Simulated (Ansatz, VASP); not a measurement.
## Two plane-wave programs on CdBr

```xyz
4
Lattice="3.7671 0.0000 0.0000 0.0000 3.7671 0.0000 0.0000 0.0000 7.5247" Properties=species:S:1:pos:R:3 pbc="T T T"
Cd    0.0000    0.0000    3.7623
Cd    0.0000    3.7671    0.0000
Br    1.8836    1.8836    1.8812
Br    1.8836    1.8836    5.6435
```

Alike in both runs: task single point; functional PBE; k mesh 6 × 6 × 4; occupations gaussian, width 0.2 eV; no spin polarisation.

|  | VASP | Ansatz |
| --- | --- | --- |
| version | VASP 6.6.1 | Ansatz 0.2.0 |
| potentials or method | VASP PAW PBE potentials, release 64 (Cd, Br), cutoff 520 eV | scalar-relativistic, plane waves, PAW |
| valence electrons in the cell | 38 | 54 |

Ansatz gave:

```
gap on the k mesh at the Fermi level (eV)                     : none
pressure (GPa)                                                : 0.0
traceless stress, the component that is largest in VASP (GPa) : -0.13
```

Problem. Estimate VASP's values.

Solution. gap on the k mesh at the Fermi level (eV): none; pressure (GPa): 0.1; traceless stress, the component that is largest in VASP (GPa): -0.13.

A gap of «none» marks a metal or a gap that the smearing closes. VASP's potentials hold 38 valence electrons a cell and Ansatz's 54, so a difference there can come from the potentials and not from the codes.
